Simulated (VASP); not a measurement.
Here is a VASP 6.6.1 calculation.

Contents of POSCAR:

```
Rh
1.0
    0.0000000000      1.8807596935      1.8807596935
    1.8807596935      0.0000000000      1.8807596935
    1.8807596935      1.8807596935      0.0000000000
Rh
1
Direct
    0.0000000000      0.0000000000      0.0000000000
```

Contents of INCAR.step1:

```
PREC = Accurate ; ENCUT = 580
ISMEAR = 0 ; SIGMA = 0.1
LREAL = False ; LASPH = True
NELM = 120 ; NBANDS = 14
GGA = PE ; ALGO = Normal
EDIFF = 1E-5 ; LWAVE = True
LCHARG = False ; GGA_COMPAT = False
```

Contents of INCAR.step2:

```
PREC = Accurate ; ENCUT = 580
EDIFF = 1E-6 ; ISMEAR = 0
SIGMA = 0.1 ; LREAL = False
LASPH = True ; NELM = 120
ALGO = Normal ; ISIF = 2
LWAVE = False ; LCHARG = True
METAGGA = R2SCAN ; LMIXTAU = True
LELF = True ; LVHAR = True
NBANDS = 14 ; ISTART = 1
GGA_COMPAT = False
```

Contents of KPOINTS:

```
Automatic mesh
0
Gamma
  18 18 18
```

Potentials or basis: VASP PAW PBE potentials, release 64 (Rh_sv_GW).

Run with:

```bash
$ cat potpaw_PBE.64/Rh_sv_GW/POTCAR > POTCAR
$ cp INCAR.step1 INCAR
$ mpirun -np 1 vasp_std > vasp.out
$ cp INCAR.step2 INCAR
$ mpirun -np 1 vasp_std > vasp.out
```

(1) What does it give for the pressure?

Answers

(1) 7.6 GPa.

Caveat: the PAW data sets were made with another functional, which shifts forces and pressure a little.
